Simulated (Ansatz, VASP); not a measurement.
Two plane-wave programs on SiGe3

File INCAR:

```
SYSTEM = SiGe3
PREC = Accurate
ENCUT = 520
EDIFF = 1E-7
ISMEAR = 0
SIGMA = 0.1
LREAL = .FALSE.
LASPH = .TRUE.
NELM = 100
ALGO = Normal
ISIF = 2
LWAVE = .FALSE.
LCHARG = .FALSE.
GGA = PE
NBANDS = 31
```

KPOINTS

```
Automatic mesh
0
G
  6 6 4
  0 0 0
```

Contents of POSCAR:

```
SiGe3
1.0
    3.7242034000      0.0000000000      0.0000000000
    0.0000000000      3.7242034000      0.0000000000
    0.0000000000      0.0000000000      5.2668189500
Si Ge
1 3
Direct
    0.5000000000      0.5000000000      0.0000000000
    0.5000000000      0.0000000000      0.7500000000
    0.0000000000      0.5000000000      0.2500000000
    0.0000000000      0.0000000000      0.5000000000
```

Input for Ansatz:

```yaml
crystal:
  lattice:
    - [3.7242034, 0.0, 0.0]
    - [0.0, 3.7242034, 0.0]
    - [0.0, 0.0, 5.26681895]
  atoms:
    - { symbol: Si, position: [0.5, 0.5, 0.0] }
    - { symbol: Ge, position: [0.5, 0.0, 0.75] }
    - { symbol: Ge, position: [0.0, 0.5, 0.25] }
    - { symbol: Ge, position: [0.0, 0.0, 0.5] }
basis:
  ecutwfc: 420
kpoints:
  mp_grid: { grid: [6, 6, 4] }
hamiltonian:
  xc: pbe
scf:
  occupations: { method: gaussian, width: 0.1 }
  lower_state_search: "off"
output:
  forces: true
  stress: true
  eigenvalues: true
```

Alike in both runs: task single point; functional PBE; k mesh 6 × 6 × 4; occupations gaussian, width 0.1 eV; no spin polarisation.

|  | VASP | Ansatz |
| --- | --- | --- |
| version | VASP 6.6.1 | Ansatz 0.2.0 |
| potentials or method | VASP PAW PBE potentials, release 64 (Si, Ge_d), cutoff 520 eV | scalar-relativistic, plane waves, PAW |
| valence electrons in the cell | 46 | 46 |

|  | VASP | Ansatz | Ansatz less VASP |
| --- | --- | --- | --- |
| gap on the k mesh at the Fermi level (eV) | 0.26 | 0.25 | -0.005 |
| least direct gap on the mesh (eV) | 0.39 | 0.39 | -0.005 |
| pressure (GPa) | 25.1 | 25.3 | +0.16 |
| traceless stress, the component that is largest in VASP (GPa) | -0.36 | -0.36 | -0.002 |
| rms of the force components (eV/Å) | 0.328 | 0.325 | -0.0026 |

Atom by atom the forces differ by 0.003 eV/Å (rms over components).
